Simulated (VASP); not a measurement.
A run of VASP 6.6.1 is set up as follows.

Contents of INCAR:

```
PREC = Accurate
ENCUT = 520
EDIFF = 1E-7
ISMEAR = -1
SIGMA = 0.05
LREAL = F
LASPH = T
NELM = 150
ALGO = Normal
ISIF = 2
LWAVE = F
LCHARG = F
ISPIN = 2
MAGMOM = 0.6
LORBIT = 11
LMAXMIX = 4
GGA = PE
NBANDS = 15
```

Contents of KPOINTS:

```
Automatic mesh
0
Gamma
  13 13 13
```

File POSCAR:

```
Ni
1.0
   -1.3376882352      1.3376882352      1.4805755529
    1.3376882352     -1.3376882352      1.4805755529
    1.3376882352      1.3376882352     -1.4805755529
Ni
1
Direct
    0.0000000000      0.0000000000      0.0000000000
```

Potentials or basis: VASP PAW PBE potentials, release 64 (Ni).

The run is started by

```console
$ cat potpaw_PBE.64/Ni/POTCAR > POTCAR
$ mpirun -np 1 vasp_std > vasp.out
```

(1) Predict the pressure.

(2) What does it give for the net moment?

Answers

(1) 7.3 GPa.

(2) 0.58 μB per cell.
